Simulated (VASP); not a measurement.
# Pd (Fm-3m) in VASP: notebook

The runs below take Pd through relaxation of cell and atoms, single point, with RPBE+D4, BLYP+D3(BJ), PBEsol.

All numbers are computed with VASP 6.6.1; they aren't measurements. Logs are shortened: lines on timing, memory, paths and dates and some standing lists are left out, and cuts for length are marked.

## 1. The cell of the first run

Symmetry: Fm-3m, No. 225, cubic system. Conventional cell: a = 3.893 Å, b = 3.893 Å, c = 3.893 Å, α = 90.00°, β = 90.00°, γ = 90.00°. Within 3.6 Å of Pd (site symmetry m-3m) lie 12 Pd at 2.75 Å.

## 2. Relaxation of cell and atoms, RPBE+D4

Contents of INCAR:

```
PREC = Accurate
ENCUT = 600
EDIFF = 1E-6
ISMEAR = -1
SIGMA = 0.05
LREAL = F
LASPH = T
NELM = 80
ALGO = Normal
ISIF = 3
LWAVE = F
LCHARG = F
GGA = RP
IVDW = 13
IBRION = 2
NSW = 60
EDIFFG = -0.01
```

Contents of KPOINTS:

```
Automatic mesh
0
Gamma
  12 12 12
```

Contents of POSCAR:

```
Pd
1.0
    0.0000000000      1.9465000000      1.9465000000
    1.9465000000      0.0000000000      1.9465000000
    1.9465000000      1.9465000000      0.0000000000
Pd
1
Direct
    0.0000000000      0.0000000000      0.0000000000
```

Potentials or basis: VASP PAW PBE potentials, release 64 (Pd).

The run is started by

```sh
$ cat potpaw_PBE.64/Pd/POTCAR > POTCAR
$ mpirun -np 1 vasp_std > vasp.out
```

OUTCAR:

```text
PREC = Accurate
   ENCUT = 600
   EDIFF = 1E-6
   ISMEAR = -1
   LREAL = F
   LASPH = T
   NELM = 80
   ISIF = 3
   GGA = RP
   IVDW = 13
   IBRION = 2
   NSW = 60
   EDIFFG = -0.01

 ion  position               nearest neighbor table
   1  0.000  0.000  0.000-

  LATTYP: Found a face centered cubic cell.
 ALAT       =     3.8930000000

  Lattice vectors:

 A1 = (   0.0000000000,   1.9465000000,   1.9465000000)
 A2 = (   1.9465000000,   0.0000000000,   1.9465000000)
 A3 = (   1.9465000000,   1.9465000000,   0.0000000000)

Analysis of symmetry for initial positions (statically):
[... 33 lines left out ...]
                                     Primitive cell

  volume of cell :      14.7500

  direct lattice vectors                    reciprocal lattice vectors
     0.000000000  1.946500000  1.946500000    -0.256871307  0.256871307  0.256871307
     1.946500000  0.000000000  1.946500000     0.256871307 -0.256871307  0.256871307
     1.946500000  1.946500000  0.000000000     0.256871307  0.256871307 -0.256871307

  length of vectors
     2.752766699  2.752766699  2.752766699     0.444914156  0.444914156  0.444914156

  position of ions in fractional coordinates (direct lattice)
     0.000000000  0.000000000  0.000000000

  ion indices of the primitive-cell ions
   primitive index   ion index
                 1           1

----------------------------------------------------------------------------------------

 KPOINTS: Automatic mesh

Automatic generation of k-mesh.
 Grid dimensions read from file:
 generate k-points for:   12   12   12

 Generating k-lattice:

  Cartesian coordinates                     Fractional coordinates (reciprocal lattice)
    -0.021405942  0.021405942  0.021405942     0.083333333  0.000000000  0.000000000
     0.021405942 -0.021405942  0.021405942     0.000000000  0.083333333  0.000000000
     0.021405942  0.021405942 -0.021405942     0.000000000  0.000000000  0.083333333

  Length of vectors
     0.037076180  0.037076180  0.037076180

  Shift w.r.t. Gamma in fractional coordinates (k-lattice)
     0.000000000  0.000000000  0.000000000

 Subroutine IBZKPT returns following result:
 ===========================================

 Found     72 irreducible k-points:

 Following reciprocal coordinates:
            Coordinates               Weight
  0.000000  0.000000  0.000000      1.000000
  0.083333  0.000000  0.000000      8.000000
  0.166667  0.000000  0.000000      8.000000
  0.250000  0.000000  0.000000      8.000000
  0.333333  0.000000  0.000000      8.000000
  0.416667  0.000000  0.000000      8.000000
[... 16 lines left out ...]
  0.500000  0.166667  0.000000     24.000000
 -0.416667  0.166667  0.000000     24.000000
 [... further k-points ...]
   k-points           NKPTS =     72   k-points in BZ     NKDIM =     72   number of bands    NBANDS=      9
   number of dos      NEDOS =    301   number of ions     NIONS =      1
   total plane-waves  NPLWV =  13824
   dimension x,y,z NGX =    24 NGY =   24 NGZ =   24
   dimension x,y,z NGXF=    48 NGYF=   48 NGZF=   48
   ions per type =               1
   NGX,Y,Z   is equivalent  to a cutoff of  14.49, 14.49, 14.49 a.u.
   NGXF,Y,Z  is equivalent  to a cutoff of  28.99, 28.99, 28.99 a.u.
 SYSTEM =  unknown system
   PREC   = accura    normal or accurate (medium, high low for compatibility)
   ISTART =      0    job   : 0-new  1-cont  2-samecut
   ICHARG =      2    charge: 1-file 2-atom 10-const
   ISPIN  =      1    spin polarized calculation?
   LNONCOLLINEAR =      F non collinear calculations
   LSORBIT =      F    spin-orbit coupling
   LASPH  =      T    aspherical Exc in radial PAW
   ENCUT  =  600.0 eV  44.10 Ry    6.64 a.u.   5.50  5.50  5.50*2*pi/ulx,y,z
   NELM   =     80;   NELMIN=  2; NELMDL= -5     # of ELM steps
   EDIFF  = 0.1E-05   stopping-criterion for ELM
   LREAL  =      F    real-space projection
   EDIFFG = -.1E-01   stopping-criterion for IOM
   NSW    =     60    number of steps for IOM
   IBRION =      2    ionic relax: 0-MD 1-quasi-New 2-CG
   NFREE  =      1    steps in history (QN), initial steepest desc. (CG)
   ISIF   =      3    stress and relaxation
   ISYM   =      2    0-nonsym 1-usesym 2-fastsym
   POTIM  = 0.5000    time-step for ionic-motion
   TEBEG  =    0.0;   TEEND  =   0.0 temperature during run
   PSTRESS=    0.0 pullay stress
   NELECT =      10.0000    total number of electrons
   NUPDOWN=      -1.0000    fix difference up-down
   EMIN   =  10.00;   EMAX   =-10.00  energy-range for DOS
   EFERMI =   0.00;   METHOD = LEGACY
   ISMEAR =    -1;   SIGMA  =   0.05  broadening in eV -4-tet -1-fermi 0-gaus
   EFERMI_NEDOS =   21; number of points for ismear=-14 and -15
   IALGO  =     38    algorithm
   IMIX   =      4    mixing-type and parameters
     AMIX     =   0.40;   BMIX     =  1.00
     AMIX_MAG =   1.60;   BMIX_MAG =  1.00
  volume/ion in A,a.u.               =      14.75        99.54
  Fermi-wavevector in a.u.,A,eV,Ry     =   1.438171  2.717748 28.141404  2.068335
  Thomas-Fermi vector in A             =   2.557167
   LORBIT       =      0    0 simple, 1 ext, 2 COOP (PROOUT), +10 PAW based schemes
   GGA     = RP    functional components
   LHFCALC =     F    Hartree Fock is set to
   AEXX    =    0.0000 exact exchange contribution
   IVDW    =    13    specifies the selected vdW correction
   LEPSILON=     F    determine dielectric tensor
   LRPA    =     F    only Hartree local field effects (RPA)
 conjugate gradient relaxation of ions
 non-spin polarized calculation
  energy-cutoff  :      600.00
  volume of cell :       14.75
 maximum number of plane-waves:       531
 NGX is ok and might be reduce to    24
   NGX = 11   NGY = 11   NGZ = 11

--------------------------------------- Ionic step        1  -------------------------------------------

 number of electron      10.0000000 magnetization

 number of electron       9.9999999 magnetization

 Free energy of the ion-electron system (eV)
  ---------------------------------------------------
  ext. energy  EPLUGINS =         0.00000000
  ---------------------------------------------------
  free energy    TOTEN  =        -4.60723360 eV

  energy without entropy =       -4.58765414  energy(sigma->0) =       -4.59744387

------------------------ aborting loop because EDIFF is reached ----------------------------------------

  DFT-D4 for vdW energy calculation

  Edisp (eV):   -0.95677
[... 69 lines left out ...]
--------------------------------------- Ionic step        3  -------------------------------------------

 number of electron       9.9999998 magnetization

 Free energy of the ion-electron system (eV)
  ---------------------------------------------------
  ext. energy  EPLUGINS =         0.00000000
  ---------------------------------------------------
  free energy    TOTEN  =        -4.61522750 eV

  energy without entropy =       -4.59547693  energy(sigma->0) =       -4.60535221

 E-fermi :   9.7150     XC(G=0): -13.0303

 val. band max:        9.7109626912   @ k =  -0.4167   0.4167   0.1667
 cond. band min:       9.7167199928   @ k =  -0.3333   0.4167   0.0833
 fundamental gap:      0.0057573015
 Fermi energy:         9.7150348818

 k-point     1 :       0.0000    0.0000    0.0000
  band No.  band energies     occupation
      1       2.7174      2.00000
      2       6.9439      2.00000
      3       6.9439      2.00000
      4       6.9439      2.00000
      5       8.5236      2.00000
      6       8.5236      2.00000
      7      26.9337      0.00000
      8      31.6946      0.00000
      9      31.6946      0.00000
[... 265 lines left out ...]
 k-point    24 :      -0.4167    0.1667    0.0000
  band No.  band energies     occupation
      1       5.1320      2.00000
      2       6.4763      2.00000
      3       7.4245      2.00000
      4       7.8499      2.00000
      5       9.4855      1.97991
      6      13.3687      0.00000
      7      17.3143      0.00000
      8      25.5429      0.00000
      9      28.5939      0.00000

 [... further k-points ...]

------------------------ aborting loop because EDIFF is reached ----------------------------------------

  DFT-D4 for vdW energy calculation

  Edisp (eV):   -0.94935
[... 24 lines left out ...]
  FREE ENERGIE OF THE ION-ELECTRON SYSTEM (eV)
  ---------------------------------------------------
  free  energy   TOTEN  =        -5.5645794751 eV

  energy  without entropy=       -5.5448288982  energy(sigma->0) =       -5.55470419

 reached required accuracy - stopping structural energy minimisation
```

OSZICAR:

```text
N       E                     dE             d eps       ncg     rms          rms(c)
DAV:   1     0.450305554973E+02    0.45031E+02   -0.57542E+03  1304   0.117E+03
DAV:   2    -0.443855513619E+01   -0.49469E+02   -0.47890E+02  1403   0.209E+02
[... 19 lines left out ...]
   2 F= -.55633288E+01 E0= -.55533186E+01  d E =0.670476E-03
       N       E                     dE             d eps       ncg     rms          rms(c)
DAV:   1    -0.463492330455E+01   -0.10027E-01   -0.37668E-01  1312   0.696E+00    0.949E-01
DAV:   2    -0.461521829797E+01    0.19705E-01   -0.96805E-02  1307   0.289E+00    0.229E-01
DAV:   3    -0.461517772095E+01    0.40577E-04   -0.40841E-04  1436   0.166E-01    0.140E-01
DAV:   4    -0.461522763426E+01   -0.49913E-04   -0.22214E-04  1445   0.136E-01    0.113E-02
DAV:   5    -0.461522750234E+01    0.13192E-06   -0.17151E-06  1350   0.126E-02
   3 F= -.55645795E+01 E0= -.55547042E+01  d E =-.580177E-03
```

CONTCAR:

```text
Pd
   1.00000000000000
    -0.0000000000000000    1.9518647459503098    1.9518647459503098
     1.9518647459503098    0.0000000000000000    1.9518647459503098
     1.9518647459503098    1.9518647459503098    0.0000000000000000
  Pd
     1
Direct
     0.0000000000000000    0.0000000000000000    0.0000000000000000

  0.00000000E+00  0.00000000E+00  0.00000000E+00
```

Run time: 22 s. Hardware: 1 thread of Intel Xeon Platinum 8488C (Sapphire Rapids), shared host; peak memory 0.15 GiB.

What came out:

| Item | Value |
| --- | --- |
| Free energy | -5.5646 eV |
| Relaxed volume | 14.87 Å³/atom |
| Relaxed cell | a = 2.760 Å, b = 2.760 Å, c = 2.760 Å, α = 60.00°, β = 60.00°, γ = 60.00° |
| Space group after relaxing (to 0.05 Å) | Fm-3m (No. 225) |
| Energy gained by relaxing | 0.6 meV/atom |
| Ionic steps | 3 |
| Pressure after relaxing | 0.0 GPa |
| Band gap on the k mesh | zero (band 5 reaches 10.02 eV, above the bottom of band 6 at 8.46 eV) |
| Dispersion energy per atom | -0.949 eV |

The path:
```tsv
step	energy change (eV)	largest force (eV/Å)	pressure (GPa)	volume (Å³)
1	0.0000	0.0000	1.55	14.75
2	0.0007	0.0000	-2.14	15.06
3	-0.0006	0.0000	-0.02	14.87
```

Final structure:
```cif
data_structure
_symmetry_space_group_name_H-M 'P 1'
_symmetry_Int_Tables_number 1
_cell_length_a 2.7604
_cell_length_b 2.7604
_cell_length_c 2.7604
_cell_angle_alpha 60.000
_cell_angle_beta 60.000
_cell_angle_gamma 60.000
_cell_volume 14.87
loop_
_atom_site_label
_atom_site_type_symbol
_atom_site_fract_x
_atom_site_fract_y
_atom_site_fract_z
_atom_site_occupancy
Pd1 Pd 0.00000 0.00000 0.00000 1
```

Levels at points of the mesh, in eV from the Fermi level:
| k point | band 3 | band 4 | band 5 | band 6 | band 7 | band 8 |
| --- | --- | --- | --- | --- | --- | --- |
| (0.00, 0.00, 0.00) | -2.77 | -2.77 | -1.19 | -1.19 | 17.22 | 21.98 |
| (0.50, 0.00, 0.00) | -2.82 | -0.01 | -0.01 | 1.10 | 7.32 | 16.58 |
| (0.50, 0.50, 0.00) | -0.04 | 0.30 | 0.30 | 3.42 | 10.75 | 13.25 |

Caveat: the PAW data sets were made with another functional, which shifts forces and pressure a little; pairwise dispersion overbinds metals, which lowers pressure and volume. Zero-point motion and thermal expansion aren't in these numbers.

## 3. Relaxation of cell and atoms, BLYP+D3(BJ)

Contents of INCAR:

```
SYSTEM = Pd
  PREC = Accurate
  ENCUT = 600
  EDIFF = 1E-7
  ISMEAR = -1
  SIGMA = 0.05
  LREAL = .False.
  LASPH = .True.
  NELM = 60
  ALGO = Normal
  ISIF = 3
  LWAVE = .False.
  LCHARG = .False.
  GGA = B5
  ALDAX = 1.0
  AGGAX = 1.0
  AGGAC = 1.0
  ALDAC = 0.0
  IVDW = 12
  VDW_S6 = 1.0
  VDW_S8 = 2.6996
  VDW_A1 = 0.4298
  VDW_A2 = 4.2359
  IBRION = 2
  NSW = 60
  EDIFFG = -0.01
```

Contents of KPOINTS:

```
regular mesh
0
Gamma
  12 12 12
  0 0 0
```

POSCAR is that of step 2.

Potentials or basis: VASP PAW PBE potentials, release 64 (Pd).

The run is started by

```sh
$ cat potpaw_PBE.64/Pd/POTCAR > POTCAR
$ mpirun -np 1 vasp_std > vasp.out
```

Run time: 28 s. Hardware: 1 thread of Intel Xeon Platinum 8488C (Sapphire Rapids), shared host; peak memory 0.16 GiB.

Results (log left out):

```yaml
Free_energy: -5.8395 eV
Relaxed_volume: 14.83 Å³/atom
Relaxed_cell: a = 2.758 Å, b = 2.758 Å, c = 2.758 Å, α = 60.00°, β = 60.00°, γ = 60.00°
Space_group_after_relaxing_to_0.05_Å: Fm-3m (No. 225)
Energy_gained_by_relaxing: 0.3 meV/atom
Ionic_steps: 3
Pressure_after_relaxing: 0.0 GPa
Band_gap_on_the_k_mesh: zero (band 5 reaches 10.49 eV, above the bottom of band 6 at 8.90 eV)
Dispersion_energy_per_atom: -1.522 eV
```

Step by step:
```csv
step,energy change (eV),largest force (eV/Å),pressure (GPa),volume (Å³)
1,0.0000,0.0000,1.06,14.75
2,0.0004,0.0000,-1.59,14.96
3,-0.0003,0.0000,-0.05,14.83
```

Final structure:
```cif
data_structure
_symmetry_space_group_name_H-M 'P 1'
_symmetry_Int_Tables_number 1
_cell_length_a 2.7578
_cell_length_b 2.7578
_cell_length_c 2.7578
_cell_angle_alpha 60.000
_cell_angle_beta 60.000
_cell_angle_gamma 60.000
_cell_volume 14.83
loop_
_atom_site_label
_atom_site_type_symbol
_atom_site_fract_x
_atom_site_fract_y
_atom_site_fract_z
_atom_site_occupancy
Pd1 Pd 0.00000 0.00000 0.00000 1
```

Levels at points of the mesh, in eV from the Fermi level:
| k point | band 2 | band 3 | band 4 | band 5 | band 6 | band 7 | band 8 | band 9 |
| --- | --- | --- | --- | --- | --- | --- | --- | --- |
| (0.00, 0.00, 0.00) | -2.80 | -2.80 | -2.80 | -1.22 | -1.22 | 17.54 | 22.11 | 22.11 |
| (0.50, 0.00, 0.00) | -2.85 | -2.85 | -0.01 | -0.01 | 1.31 | 7.33 | 16.93 | 21.09 |
| (0.50, 0.50, 0.00) | -5.02 | -0.05 | 0.31 | 0.31 | 3.57 | 10.82 | 13.30 | 13.30 |

Caveat: the PAW data sets were made with another functional, which shifts forces and pressure a little; pairwise dispersion overbinds metals, which lowers pressure and volume. Zero-point motion and thermal expansion aren't in these numbers.

(Part 1 of 2 ends here.)
